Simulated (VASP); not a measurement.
# MoSe (Fm-3m) in VASP: further runs

The runs below take MoSe through single point, with r2SCAN+U.

All numbers are computed with VASP 6.6.1; they aren't measurements. Logs are shortened: lines on timing, memory, paths and dates and some standing lists are left out, and cuts for length are marked.

**1. The cell of the first run**

Symmetry: Fm-3m, No. 225, cubic system. Conventional cell: a = 5.303 Å, b = 5.303 Å, c = 5.303 Å, α = 90.00°, β = 90.00°, γ = 90.00°. Mo (site symmetry m-3m) has 6 Se at 2.65 Å within 3.5 Å. Within 3.5 Å of Se (site symmetry m-3m) lie 6 Mo at 2.65 Å.

**2. Single point, r2SCAN+U, collinear spin, ferromagnetic start**

Contents of POSCAR:

```
MoSe
1.0
    0.0000000000      2.6517108448      2.6517108448
    2.6517108448      0.0000000000      2.6517108448
    2.6517108448      2.6517108448      0.0000000000
Mo Se
1 1
Direct
    0.0000000000      0.0000000000      0.0000000000
    0.5000000000      0.5000000000      0.5000000000
```

Contents of INCAR.step1:

```
SYSTEM = MoSe
ALGO = Normal
EDIFF = 1E-4
ENCUT = 520
GGA = PE
ISMEAR = 0
ISPIN = 2
LASPH = .TRUE.
LCHARG = .FALSE.
LDAU = .TRUE.
LDAUJ = 0 0
LDAUL = 2 -1
LDAUTYPE = 2
LDAUU = 4.38 0
LMAXMIX = 4
LREAL = .FALSE.
LWAVE = .TRUE.
MAGMOM = 2 0
NBANDS = 21
NELM = 150
PREC = Accurate
SIGMA = 0.1
```

Contents of INCAR.step2:

```
SYSTEM = MoSe
ALGO = Normal
EDIFF = 1E-7
ENCUT = 520
ISIF = 2
ISMEAR = 0
ISPIN = 2
ISTART = 1
LASPH = .TRUE.
LCHARG = .TRUE.
LDAU = .TRUE.
LDAUJ = 0 0
LDAUL = 2 -1
LDAUPRINT = 1
LDAUTYPE = 2
LDAUU = 4.38 0
LELF = .TRUE.
LMAXMIX = 4
LMIXTAU = .TRUE.
LORBIT = 11
LREAL = .FALSE.
LVHAR = .TRUE.
LWAVE = .FALSE.
MAGMOM = 2 0
METAGGA = R2SCAN
NBANDS = 21
NELM = 150
PREC = Accurate
SIGMA = 0.1
```

Contents of KPOINTS:

```
k-points
0
G
  12 12 12
  0 0 0
```

Potentials or basis: VASP PAW PBE potentials, release 64 (Mo_sv, Se).

Launch:

```
> cat potpaw_PBE.64/Mo_sv/POTCAR potpaw_PBE.64/Se/POTCAR > POTCAR
> cp INCAR.step1 INCAR
> mpirun -np 1 vasp_std > vasp.out
> cp INCAR.step2 INCAR
> mpirun -np 1 vasp_std > vasp.out
```

OUTCAR:

```text
SYSTEM = MoSe
   EDIFF = 1E-7
   ENCUT = 520
   ISIF = 2
   ISMEAR = 0
   ISPIN = 2
   ISTART = 1
   LASPH = .TRUE.
   LORBIT = 11
   LREAL = .FALSE.
   METAGGA = R2SCAN
   NELM = 150
   PREC = Accurate

 ion  position               nearest neighbor table
   1  0.000  0.000  0.000-   2 2.65   2 2.65   2 2.65   2 2.65   2 2.65   2 2.65
   2  0.500  0.500  0.500-   1 2.65   1 2.65   1 2.65   1 2.65   1 2.65   1 2.65

  LATTYP: Found a face centered cubic cell.
 ALAT       =     5.3034216896

  Lattice vectors:

 A1 = (   0.0000000000,   2.6517108448,   2.6517108448)
 A2 = (   2.6517108448,   0.0000000000,   2.6517108448)
 A3 = (   2.6517108448,   2.6517108448,   0.0000000000)

Analysis of symmetry for initial positions (statically):
=====================================================================
 Subroutine PRICEL returns:
 Original cell was already a primitive cell.

 Routine SETGRP: Setting up the symmetry group for a
 face centered cubic supercell.

 Subroutine GETGRP returns: Found 48 space group operations
 (whereof 48 operations were pure point group operations)
 out of a pool of 48 trial point group operations.

The static configuration has the point symmetry O_h .

Analysis of symmetry for dynamics (positions and initial velocities):
=====================================================================
 Subroutine PRICEL returns:
 Original cell was already a primitive cell.

 Routine SETGRP: Setting up the symmetry group for a
 face centered cubic supercell.

 Subroutine GETGRP returns: Found 48 space group operations
 (whereof 48 operations were pure point group operations)
 out of a pool of 48 trial point group operations.

The dynamic configuration has the point symmetry O_h .

Analysis of structural, dynamic, and magnetic symmetry:
=====================================================================
 Subroutine PRICEL returns:
 Original cell was already a primitive cell.

 Routine SETGRP: Setting up the symmetry group for a
 face centered cubic supercell.

 Subroutine GETGRP returns: Found 48 space group operations
 (whereof 48 operations were pure point group operations)
 out of a pool of 48 trial point group operations.

The overall configuration has the point symmetry O_h .

 Subroutine INISYM returns: Found 48 space group operations
 (whereof 48 operations are pure point group operations),
 and found     1 'primitive' translations

----------------------------------------------------------------------------------------

                                     Primitive cell

  volume of cell :      37.2914

  direct lattice vectors                    reciprocal lattice vectors
     0.000000000  2.651710845  2.651710845    -0.188557512  0.188557512  0.188557512
     2.651710845  0.000000000  2.651710845     0.188557512 -0.188557512  0.188557512
     2.651710845  2.651710845  0.000000000     0.188557512  0.188557512 -0.188557512

  length of vectors
     3.750085440  3.750085440  3.750085440     0.326591191  0.326591191  0.326591191

  position of ions in fractional coordinates (direct lattice)
     0.000000000  0.000000000  0.000000000
     0.500000000  0.500000000  0.500000000

  ion indices of the primitive-cell ions
   primitive index   ion index
                 1           1
                 2           2

----------------------------------------------------------------------------------------

 KPOINTS: k-points

Automatic generation of k-mesh.
 Grid dimensions read from file:
 generate k-points for:   12   12   12

 Generating k-lattice:

  Cartesian coordinates                     Fractional coordinates (reciprocal lattice)
    -0.015713126  0.015713126  0.015713126     0.083333333  0.000000000  0.000000000
     0.015713126 -0.015713126  0.015713126     0.000000000  0.083333333  0.000000000
     0.015713126  0.015713126 -0.015713126     0.000000000  0.000000000  0.083333333

  Length of vectors
     0.027215933  0.027215933  0.027215933

  Shift w.r.t. Gamma in fractional coordinates (k-lattice)
     0.000000000  0.000000000  0.000000000

 Subroutine IBZKPT returns following result:
 ===========================================

 Found     72 irreducible k-points:

 Following reciprocal coordinates:
            Coordinates               Weight
  0.000000  0.000000  0.000000      1.000000
  0.083333  0.000000  0.000000      8.000000
  0.166667  0.000000  0.000000      8.000000
  0.250000  0.000000  0.000000      8.000000
  0.333333  0.000000  0.000000      8.000000
  0.416667  0.000000  0.000000      8.000000
[... 16 lines left out ...]
  0.500000  0.166667  0.000000     24.000000
 -0.416667  0.166667  0.000000     24.000000
 [... further k-points ...]
   k-points           NKPTS =     72   k-points in BZ     NKDIM =     72   number of bands    NBANDS=     21
   number of dos      NEDOS =    301   number of ions     NIONS =      2
   total plane-waves  NPLWV =  21952
   dimension x,y,z NGX =    28 NGY =   28 NGZ =   28
   dimension x,y,z NGXF=    56 NGYF=   56 NGZF=   56
   ions per type =               1   1
   NGX,Y,Z   is equivalent  to a cutoff of  12.41, 12.41, 12.41 a.u.
   NGXF,Y,Z  is equivalent  to a cutoff of  24.83, 24.83, 24.83 a.u.
 SYSTEM =  MoSe
   PREC   = accura    normal or accurate (medium, high low for compatibility)
   ISTART =      1    job   : 0-new  1-cont  2-samecut
   ICHARG =      0    charge: 1-file 2-atom 10-const
   ISPIN  =      2    spin polarized calculation?
   LNONCOLLINEAR =      F non collinear calculations
   LSORBIT =      F    spin-orbit coupling
   LASPH  =      T    aspherical Exc in radial PAW
   ENCUT  =  520.0 eV  38.22 Ry    6.18 a.u.   6.97  6.97  6.97*2*pi/ulx,y,z
   NELM   =    150;   NELMIN=  2; NELMDL=  0     # of ELM steps
   EDIFF  = 0.1E-06   stopping-criterion for ELM
   LREAL  =      F    real-space projection
   EDIFFG = 0.1E-05   stopping-criterion for IOM
   NSW    =      0    number of steps for IOM
   IBRION =     -1    ionic relax: 0-MD 1-quasi-New 2-CG
   NFREE  =      0    steps in history (QN), initial steepest desc. (CG)
   ISIF   =      2    stress and relaxation
   ISYM   =      2    0-nonsym 1-usesym 2-fastsym
   POTIM  = 0.5000    time-step for ionic-motion
   TEBEG  =    0.0;   TEEND  =   0.0 temperature during run
   PSTRESS=    0.0 pullay stress
   NELECT =      20.0000    total number of electrons
   NUPDOWN=      -1.0000    fix difference up-down
   EMIN   =  10.00;   EMAX   =-10.00  energy-range for DOS
   EFERMI =   0.00;   METHOD = LEGACY
   ISMEAR =     0;   SIGMA  =   0.10  broadening in eV -4-tet -1-fermi 0-gaus
   EFERMI_NEDOS =   21; number of points for ismear=-14 and -15
   IALGO  =     38    algorithm
   IMIX   =      4    mixing-type and parameters
     AMIX     =   0.40;   BMIX     =  1.00
     AMIX_MAG =   1.60;   BMIX_MAG =  1.00
  volume/ion in A,a.u.               =      18.65       125.83
  Fermi-wavevector in a.u.,A,eV,Ry     =   1.330093  2.513511 24.070711  1.769147
  Thomas-Fermi vector in A             =   2.459206
   LORBIT       =     11    0 simple, 1 ext, 2 COOP (PROOUT), +10 PAW based schemes
 LDA+U is selected, type is set to LDAUTYPE =  2
   angular momentum for each species LDAUL =     2   -1
   U (eV)           for each species LDAUU =   4.4  0.0
   J (eV)           for each species LDAUJ =   0.0  0.0
   METAGGA = R2SCAN    functional components
   LHFCALC =     F    Hartree Fock is set to
   AEXX    =    0.0000 exact exchange contribution
   IVDW    =     0    specifies the selected vdW correction
   LEPSILON=     F    determine dielectric tensor
   LRPA    =     F    only Hartree local field effects (RPA)
 spin polarized calculation
 Gauss-broadening in eV      SIGMA  =   0.10
  energy-cutoff  :      520.00
  volume of cell :       37.29
 maximum number of plane-waves:      1018
   NGX = 13   NGY = 13   NGZ = 13

atom =   1  type =  1  l = 2

 onsite density matrix

spin component  1

  0.8558  0.0000 -0.0000  0.0000  0.0000
  0.0000  0.8558 -0.0000  0.0000  0.0000
 -0.0000 -0.0000  0.5604 -0.0000 -0.0000
  0.0000  0.0000 -0.0000  0.8558 -0.0000
  0.0000  0.0000 -0.0000 -0.0000  0.5604

spin component  2

  0.0480  0.0000 -0.0000 -0.0000 -0.0000
  0.0000  0.0480 -0.0000  0.0000 -0.0000
 -0.0000 -0.0000  0.1162  0.0000  0.0000
 -0.0000  0.0000  0.0000  0.0480  0.0000
 -0.0000 -0.0000  0.0000  0.0000  0.1162

 occupancies and eigenvectors

  o =  0.0480  v =  0.0000  0.0000  0.0000  0.0000  0.0000  1.0000 -0.0047  0.0000  0.0031  0.0000      0.0000  0.0000  0.0000  0.0000  0.0000  0.0000  0.0000  0.0000  0.0000  0.0000
  o =  0.0480  v =  0.0000  0.0000  0.0000  0.0000  0.0000 -0.0030  0.0051  0.0000  1.0000 -0.0000      0.0000  0.0000  0.0000  0.0000  0.0000  0.0000  0.0000  0.0000  0.0000  0.0000
  o =  0.0480  v =  0.0000  0.0000  0.0000  0.0000  0.0000  0.0047  1.0000  0.0000 -0.0051 -0.0000      0.0000  0.0000  0.0000  0.0000  0.0000  0.0000  0.0000  0.0000  0.0000  0.0000
  o =  0.1162  v =  0.0000  0.0000  0.0000  0.0000  0.0000  0.0000  0.0000 -0.9998  0.0000  0.0219      0.0000  0.0000  0.0000  0.0000  0.0000  0.0000  0.0000  0.0000  0.0000  0.0000
  o =  0.1162  v =  0.0000  0.0000  0.0000  0.0000  0.0000 -0.0000 -0.0000  0.0219  0.0000  0.9998      0.0000  0.0000  0.0000  0.0000  0.0000  0.0000  0.0000  0.0000  0.0000  0.0000
  o =  0.5604  v =  0.0000  0.0000  0.0359  0.0000  0.9994  0.0000  0.0000  0.0000  0.0000  0.0000      0.0000  0.0000  0.0000  0.0000  0.0000  0.0000  0.0000  0.0000  0.0000  0.0000
  o =  0.5604  v =  0.0000 -0.0000  0.9994 -0.0000 -0.0359  0.0000  0.0000  0.0000  0.0000  0.0000      0.0000  0.0000  0.0000  0.0000  0.0000  0.0000  0.0000  0.0000  0.0000  0.0000
  o =  0.8558  v =  0.0000  0.9998  0.0000  0.0175  0.0000  0.0000  0.0000  0.0000  0.0000  0.0000      0.0000  0.0000  0.0000  0.0000  0.0000  0.0000  0.0000  0.0000  0.0000  0.0000
  o =  0.8558  v =  0.0000  0.0175 -0.0000 -0.9998  0.0000  0.0000  0.0000  0.0000  0.0000  0.0000      0.0000  0.0000  0.0000  0.0000  0.0000  0.0000  0.0000  0.0000  0.0000  0.0000
  o =  0.8558  v =  1.0000  0.0000  0.0000  0.0000  0.0000  0.0000  0.0000  0.0000  0.0000  0.0000      0.0000  0.0000  0.0000  0.0000  0.0000  0.0000  0.0000  0.0000  0.0000  0.0000

 number of electron      19.9999998 magnetization       3.6635651

 Free energy of the ion-electron system (eV)
  ---------------------------------------------------
  ext. energy  EPLUGINS =         0.00000000
  ---------------------------------------------------
  free energy    TOTEN  =       -36.71051957 eV

  energy without entropy =      -36.70595734  energy(sigma->0) =      -36.70823845

 E-fermi :   9.5077     XC(G=0): -11.9975

 val. band max:        9.4616402779   @ k =   0.5000   0.2500   0.0833
 cond. band min:       9.5115913873   @ k =   0.3333   0.2500   0.0833
 fundamental gap:      0.0499511094
 Fermi energy:         9.5076561162

 spin component 1

 k-point     1 :       0.0000    0.0000    0.0000
  band No.  band energies     occupation
      1     -54.9853      1.00000
      2     -28.5794      1.00000
      3     -28.5794      1.00000
      4     -28.5794      1.00000
      5      -7.1683      1.00000
      6       4.7609      1.00000
[... 550 lines left out ...]
      5      -5.6670      1.00000
      6       1.1098      1.00000
[... 13 lines left out ...]
     20      24.1376      0.00000
     21      25.9082      0.00000

 [... further k-points ...]

 spin component 2

 k-point     1 :       0.0000    0.0000    0.0000
  band No.  band energies     occupation
      1     -52.2804      1.00000
      2     -25.4934      1.00000
      3     -25.4934      1.00000
      4     -25.4934      1.00000
      5      -7.1045      1.00000
      6       6.7040      1.00000
[... 550 lines left out ...]
      5      -5.6621      1.00000
      6       2.0971      1.00000
[... 13 lines left out ...]
     20      26.0451      0.00000
     21      27.1851      0.00000

 [... further k-points ...]

------------------------ aborting loop because EDIFF is reached ----------------------------------------

  FORCE on cell =-STRESS in cart. coord.  units (eV):
  Direction    XX          YY          ZZ          XY          YZ          ZX
  --------------------------------------------------------------------------------------
  -------------------------------------------------------------------------------------
  Total        4.7225174      4.7225174      4.7225174      0.0000000      0.0000000      0.0000000
  in kB      202.8970172    202.8970172    202.8970172      0.0000000      0.0000000      0.0000000
  external PRESSURE =     202.8970172 kB  Pullay stress =       0.0000000 kB

 VOLUME and BASIS-vectors are now :
 -----------------------------------------------------------------------------
  energy-cutoff  :      520.00
  volume of cell :       37.29
      direct lattice vectors                 reciprocal lattice vectors
     0.000000000  2.651710845  2.651710845    -0.188557512  0.188557512  0.188557512
     2.651710845  0.000000000  2.651710845     0.188557512 -0.188557512  0.188557512
     2.651710845  2.651710845  0.000000000     0.188557512  0.188557512 -0.188557512

 POSITION                                       TOTAL-FORCE (eV/Angst)
 -----------------------------------------------------------------------------------
      0.00000      0.00000      0.00000         0.000000      0.000000      0.000000
      2.65171      2.65171      2.65171        -0.000000     -0.000000     -0.000000
 -----------------------------------------------------------------------------------
    total drift:                               -0.000000      0.000000      0.000000

  FREE ENERGIE OF THE ION-ELECTRON SYSTEM (eV)
  ---------------------------------------------------
  free  energy   TOTEN  =       -36.7105195662 eV

  energy  without entropy=      -36.7059573369  energy(sigma->0) =      -36.70823845

 total charge

# of ion       s       p       d       tot
------------------------------------------
    1        2.225   6.095   4.024  12.343
    2        1.435   2.551   0.077   4.063
--------------------------------------------------
tot          3.660   8.646   4.101  16.406

 magnetization (x)

# of ion       s       p       d       tot
------------------------------------------
    1        0.084   0.030   3.287   3.401
    2        0.011  -0.087   0.044  -0.032
--------------------------------------------------
tot          0.095  -0.058   3.331   3.369
```

Run time: 6.2 min. Hardware: 1 thread of Intel Xeon 6975P-C, shared host; peak memory 0.24 GiB.

Results:

- Free energy: -36.7105 eV
- Pressure: 20.3 GPa
- Net moment: 3.66 μB per cell
- Site moments: Mo +3.40; Se -0.03 μB
- Valence electrons inside the program's atomic spheres: Mo 12.34; Se 4.06

Levels at points of the mesh, in eV from the Fermi level:
Spin up:
| k point | band 10 | band 11 | band 12 | band 13 | band 14 | band 15 |
| --- | --- | --- | --- | --- | --- | --- |
| (0.00, 0.00, 0.00) | -3.03 | -2.83 | -2.83 | -2.83 | 2.01 | 7.83 |
| (0.50, 0.00, 0.00) | -3.20 | -2.37 | 2.21 | 3.40 | 3.40 | 5.77 |
| (0.50, 0.50, 0.00) | -2.95 | -2.95 | -2.28 | -0.18 | 1.60 | 7.95 |
Spin down:
```
           k point  band 5  band 6  band 7  band 8  band 9  band 10  band 11  band 12
(0.00, 0.00, 0.00)  -16.61   -2.80   -2.80   -2.80    0.78     0.78     0.78     0.95
(0.50, 0.00, 0.00)  -15.16   -7.82   -5.00   -5.00    2.81     3.44     3.44     3.69
(0.50, 0.50, 0.00)  -15.36   -6.66   -4.27   -4.27   -1.43     1.99     3.27     4.29
```

Eigenvalues of the final occupation matrices:
```tsv
site	spin	trace	eigenvalues
site 1 d	1	3.69	0.56 0.56 0.86 0.86 0.86
site 1 d	2	0.38	0.05 0.05 0.05 0.12 0.12
```

Caveat: the PAW data sets were made with another functional, which shifts forces and pressure a little. The state reached can hang on the start; a lower one may exist.

**3. Single point, r2SCAN+U, collinear spin, ferromagnetic start**

This run uses another cell than the first one, of 20.04 Å³/atom, 1.075 times its volume.

Contents of POSCAR:

```
MoSe
1.0
    0.0000000000      2.7164120783      2.7164120783
    2.7164120783      0.0000000000      2.7164120783
    2.7164120783      2.7164120783      0.0000000000
Mo Se
1 1
Direct
    0.0000000000      0.0000000000      0.0000000000
    0.5000000000      0.5000000000      0.5000000000
```

Contents of INCAR.step1:

```
  PREC = Accurate
  ENCUT = 520
  ISMEAR = 0
  SIGMA = 0.1
  LREAL = F
  LASPH = T
  NELM = 150
  ISPIN = 2
  MAGMOM = 2 0
  LMAXMIX = 4
  LDAU = T
  LDAUTYPE = 2
  LDAUL = 2 -1
  LDAUU = 4.38 0
  LDAUJ = 0 0
  NBANDS = 21
  GGA = PE
  ALGO = Normal
  EDIFF = 1E-4
  LWAVE = T
  LCHARG = F
```

Contents of INCAR.step2:

```
  PREC = Accurate
  ENCUT = 520
  EDIFF = 1E-6
  ISMEAR = 0
  SIGMA = 0.1
  LREAL = F
  LASPH = T
  NELM = 150
  ALGO = Normal
  ISIF = 2
  LWAVE = F
  LCHARG = F
  ISPIN = 2
  MAGMOM = 2 0
  LORBIT = 11
  LMAXMIX = 4
  LDAU = T
  LDAUTYPE = 2
  LDAUL = 2 -1
  LDAUU = 4.38 0
  LDAUJ = 0 0
  LDAUPRINT = 1
  METAGGA = R2SCAN
  LMIXTAU = T
  NBANDS = 21
  ISTART = 1
```

Contents of KPOINTS:

```
regular mesh
0
Gamma
  12 12 12
```

Potentials or basis: VASP PAW PBE potentials, release 64 (Mo_sv, Se).

Launch:

```
> cat potpaw_PBE.64/Mo_sv/POTCAR potpaw_PBE.64/Se/POTCAR > POTCAR
> cp INCAR.step1 INCAR
> mpirun -np 1 vasp_std > vasp.out
> cp INCAR.step2 INCAR
> mpirun -np 1 vasp_std > vasp.out
```

Run time: 6.2 min. Hardware: 1 thread of Intel Xeon 6975P-C, shared host; peak memory 0.25 GiB.

Results (log left out):

```yaml
Free_energy: -36.9945 eV
Pressure: 12.3 GPa
Net_moment: 3.88 μB per cell
Site_moments: Mo +3.56; Se -0.05 μB
Valence_electrons_inside_the_program's_atomic_spheres: Mo 12.27; Se 4.01
```

Levels at points of the mesh, in eV from the Fermi level:
Spin up:
| k point | band 10 | band 11 | band 12 | band 13 | band 14 | band 15 |
| --- | --- | --- | --- | --- | --- | --- |
| (0.00, 0.00, 0.00) | -2.85 | -2.63 | -2.63 | -2.63 | 1.54 | 7.96 |
| (0.50, 0.00, 0.00) | -3.07 | -2.34 | 2.28 | 2.95 | 2.95 | 5.73 |
| (0.50, 0.50, 0.00) | -2.86 | -2.86 | -2.20 | -0.41 | 1.37 | 7.63 |
Spin down:
| k point | band 4 | band 5 | band 6 | band 7 | band 8 | band 9 | band 10 | band 11 | band 12 | band 13 |
| --- | --- | --- | --- | --- | --- | --- | --- | --- | --- | --- |
| (0.00, 0.00, 0.00) | -34.69 | -16.02 | -2.63 | -2.63 | -2.63 | 1.33 | 1.33 | 1.33 | 1.46 | 1.46 |
| (0.50, 0.00, 0.00) | -34.69 | -14.80 | -7.18 | -4.51 | -4.51 | 3.01 | 3.81 | 3.81 | 3.97 | 6.55 |
| (0.50, 0.50, 0.00) | -34.71 | -14.92 | -6.16 | -3.98 | -3.98 | -0.74 | 2.42 | 3.31 | 4.48 | 4.59 |

Eigenvalues of the final occupation matrices:
```csv
site,spin,trace,eigenvalues
site 1 d,1,3.75,0.59 0.59 0.86 0.86 0.86
site 1 d,2,0.28,0.03 0.03 0.03 0.10 0.10
```

Caveat: the PAW data sets were made with another functional, which shifts forces and pressure a little.

[end of part 1 of 2]
